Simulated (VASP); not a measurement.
Input of a VASP 6.6.1 run:

The input INCAR:

```
SYSTEM = Rb
  PREC = Accurate
  ENCUT = 520
  EDIFF = 1E-7
  ISMEAR = 0
  SIGMA = 0.15
  LREAL = .False.
  LASPH = .True.
  NELM = 100
  ALGO = Fast
  ISIF = 2
  LWAVE = .False.
  LCHARG = .False.
  GGA = PS
  NBANDS = 10
```

KPOINTS

```
regular mesh
0
Gamma
  12 12 12
  0 0 0
```

File POSCAR:

```
Rb
1.0
   -2.8761500000      2.8761500000      2.6657000000
    2.8761500000     -2.8761500000      2.6657000000
    2.8761500000      2.8761500000     -2.6657000000
Rb
1
Direct
    0.0000000000      0.0000000000      0.0000000000
```

Potentials or basis: VASP PAW PBE potentials, release 64 (Rb_sv).

Command:

```sh
$ cat potpaw_PBE.64/Rb_sv/POTCAR > POTCAR
$ mpirun -np 1 vasp_std > vasp.out
```

Question: What does it give for the pressure?

Answer: -0.1 GPa.

Caveat: the cell differs from its parent crystal (strain +0.025 along x and y, -0.050 along z); the PAW data sets were made with another functional, which shifts forces and pressure a little.
